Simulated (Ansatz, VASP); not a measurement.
**One calculation of Cu, two programs**

File POSCAR:

```
Cu
1.0
   -1.4427933200      1.4427933200      1.3760814500
    1.4427933200     -1.4427933200      1.3760814500
    1.4427933200      1.4427933200     -1.3760814500
Cu
1
Direct
    0.0000000000      0.0000000000      0.0000000000
```

File INCAR.step1:

```
SYSTEM = Cu
  PREC = Accurate
  ENCUT = 520
  ISMEAR = 0
  SIGMA = 0.1
  LREAL = .FALSE.
  LASPH = .TRUE.
  NELM = 100
  NBANDS = 12
  GGA = PE
  ALGO = Normal
  EDIFF = 1E-4
  LWAVE = .TRUE.
  LCHARG = .FALSE.
```

INCAR.step2

```
SYSTEM = Cu
  PREC = Accurate
  ENCUT = 520
  EDIFF = 1E-6
  ISMEAR = 0
  SIGMA = 0.1
  LREAL = .FALSE.
  LASPH = .TRUE.
  NELM = 100
  ALGO = Normal
  ISIF = 2
  LWAVE = .FALSE.
  LCHARG = .TRUE.
  METAGGA = R2SCAN
  LMIXTAU = .TRUE.
  LELF = .TRUE.
  LVHAR = .TRUE.
  NBANDS = 12
  ISTART = 1
```

KPOINTS

```
Automatic mesh
0
G
  6 6 6
  0 0 0
```

Input for Ansatz:

```yaml
crystal:
  lattice:
    - [-1.44279332, 1.44279332, 1.37608145]
    - [1.44279332, -1.44279332, 1.37608145]
    - [1.44279332, 1.44279332, -1.37608145]
  atoms:
    - { symbol: Cu, position: [0.0, 0.0, 0.0] }
basis:
  ecutwfc: 500
kpoints:
  mp_grid: { grid: [6, 6, 6] }
hamiltonian:
  xc: r2scan
scf:
  occupations: { method: gaussian, width: 0.1 }
output:
  forces: true
  stress: true
  eigenvalues: true
```

Alike in both runs: task single point; functional r2SCAN; k mesh 6 × 6 × 6; occupations gaussian, width 0.1 eV; no spin polarisation.

|  | VASP | Ansatz |
| --- | --- | --- |
| version | VASP 6.6.1 | Ansatz 0.2.0 |
| potentials or method | VASP PAW PBE potentials, release 64 (Cu), cutoff 520 eV | scalar-relativistic, plane waves, PAW |
| valence electrons in the cell | 11 | 19 |

Ansatz gave:

* gap on the k mesh at the Fermi level (eV): none
* pressure (GPa): 0.8
* traceless stress, the component that is largest in VASP (GPa): -0.73

Task: Estimate VASP's values.

Result: gap on the k mesh at the Fermi level (eV): none; pressure (GPa): 1.5; traceless stress, the component that is largest in VASP (GPa): -0.87.

VASP's potentials were made for PBE, not for r2SCAN. A gap of «none» marks a metal or a gap that the smearing closes. VASP's potentials hold 11 valence electrons a cell and Ansatz's 19, so a difference there can come from the potentials and not from the codes.

The k mesh is coarse, so the values compare programs but aren't converged.
